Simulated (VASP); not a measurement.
Set up this calculation in VASP 6.6.1, as the native input.

- Task: single point
- Functional: PBEsol
- Potentials or basis: VASP PAW PBE potentials, release 64 (Au)
- Cutoff: 520 eV
- k mesh: 23 × 23 × 23
- Occupations: methfessel-paxton, width 0.1 eV
- Spin: no spin polarisation
- Dipole correction: no
- Further INCAR settings: ALGO = Normal; EDIFF = 1e-06; NBANDS = 12

The structure of Au lies in POSCAR:

```
Au
1.0
    0.0000000000      2.0410784062      2.0410784062
    2.0410784062      0.0000000000      2.0410784062
    2.0410784062      2.0410784062      0.0000000000
Au
1
Direct
    0.0000000000      0.0000000000      0.0000000000
```

One way to write it, as run:

INCAR

```
SYSTEM = Au
  ALGO = Normal
  EDIFF = 1E-6
  ENCUT = 520
  GGA = PS
  ISIF = 2
  ISMEAR = 1
  LASPH = .TRUE.
  LCHARG = .FALSE.
  LREAL = .FALSE.
  LWAVE = .FALSE.
  NBANDS = 12
  NELM = 60
  PREC = Accurate
  SIGMA = 0.1
```

KPOINTS

```
k-points
0
G
  23 23 23
  0 0 0
```

Potentials or basis: VASP PAW PBE potentials, release 64 (Au).

Run with:

```sh
$ cat potpaw_PBE.64/Au/POTCAR > POTCAR
$ mpirun -np 1 vasp_std > vasp.out
```

Results of the run:

The pressure is -0.3 GPa and the band gap on the k mesh is zero (an odd number of electrons rules out a gap without spin polarisation).

Caveat: the PAW data sets were made with another functional, which shifts forces and pressure a little; spin-orbit coupling is left out, which moves the levels of the heavy elements.

Run time: 85 s on 1 thread of Intel Xeon 8259CL (shared host), peak memory 0.2 GiB.
